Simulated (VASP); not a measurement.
# Al2Cu: single point with PBE

The system is Al2Cu.

```
Al Cu
1.0
     4.40960    0.00000    0.00000
     0.00000    4.40960    0.00000
     0.00000    0.00000    2.80780
Al Cu
2 1
Direct
  0.50000 0.00000 0.50000
  0.00000 0.50000 0.50000
  0.00000 0.00000 0.00000
```

```yaml
Program: VASP 6.6.1
Task: single point
Functional: PBE
Potentials_or_basis: VASP PAW PBE potentials, release 64 (Al, Cu)
Cutoff: 520 eV
k_mesh: 10 × 10 × 14
Occupations: gaussian, width 0.15 eV
Spin: no spin polarisation
```

| Item | Value |
| --- | --- |
| Pressure | -7.0 GPa |
| Band gap on the k mesh | zero (an odd number of electrons rules out a gap without spin polarisation) |

Stress tensor (GPa, compression positive):
```
-8.13  0.00  0.00
 0.00 -8.13  0.00
 0.00  0.00 -4.72
```

Levels at points of the mesh, in eV from the Fermi level:
```tsv
k point	band 6	band 7	band 8	band 9	band 10	band 11	band 12	band 13
(0.00, 0.00, 0.00)	-3.51	-2.50	-2.50	-1.09	0.59	4.65	4.65	6.27
(0.50, 0.00, 0.00)	-3.52	-3.50	-1.41	0.71	1.07	1.09	7.12	8.12
(0.50, 0.50, 0.00)	-3.95	-3.52	-3.52	-2.23	7.65	7.72	7.72	7.77
(0.00, 0.00, 0.50)	-3.65	-2.44	1.57	2.62	2.62	2.63	2.76	2.76
(0.50, 0.00, 0.50)	-3.70	-2.65	-1.92	-1.26	3.70	3.75	4.18	4.22
(0.50, 0.50, 0.50)	-2.69	-2.12	-2.12	-0.28	-0.08	-0.08	-0.06	2.68
```

It took 86 s on 1 thread of Intel(R) Xeon(R) Platinum 8559C (Emerald Rapids) (shared host), peak memory 0.28 GiB.

Caveat: the cell stands under tension.
